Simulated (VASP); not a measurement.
Input of a VASP 6.6.1 run:

Contents of INCAR:

```
PREC = Accurate
ENCUT = 700
EDIFF = 1E-6
ISMEAR = 0
SIGMA = 0.1
LREAL = False
LASPH = True
NELM = 200
ALGO = Normal
ISIF = 2
LWAVE = False
LCHARG = False
ISPIN = 2
MAGMOM = 3 0 0
LORBIT = 11
LMAXMIX = 4
GGA = PE
NBANDS = 24
GGA_COMPAT = False
```

File KPOINTS:

```
Automatic mesh
0
Gamma
  6 6 6
```

Contents of POSCAR:

```
CrO2
1.0
    3.4644309500      0.0000000000      0.0000000000
   -1.7322154800      3.0002852100      0.0000000000
    0.0000000000      0.0000000000      2.5676436600
Cr O
1 2
Direct
    0.0000000000      0.0000000000      0.0000000000
    0.3333333300      0.6666666700      0.5000000000
    0.6666666700      0.3333333300      0.5000000000
```

Potentials or basis: VASP PAW PBE potentials, release 64 (Cr_sv, O).

The run is started by

```sh
$ cat potpaw_PBE.64/Cr_sv/POTCAR potpaw_PBE.64/O/POTCAR > POTCAR
$ mpirun -np 1 vasp_std > vasp.out
```

Predict the net moment.

2.29 μB per cell.

Estimate the pressure.

2.3 GPa.

Predict the site moments.

Cr +2.62; O -0.30 μB.

Stress tensor (GPa, compression positive):
```
2.39 0.00 0.00
0.00 2.39 0.00
0.00 0.00 2.22
```

Caveat: the k points lie up to 0.41 Å⁻¹ apart; a cell with one magnetic atom can't hold antiferromagnetic order, which such compounds often take.
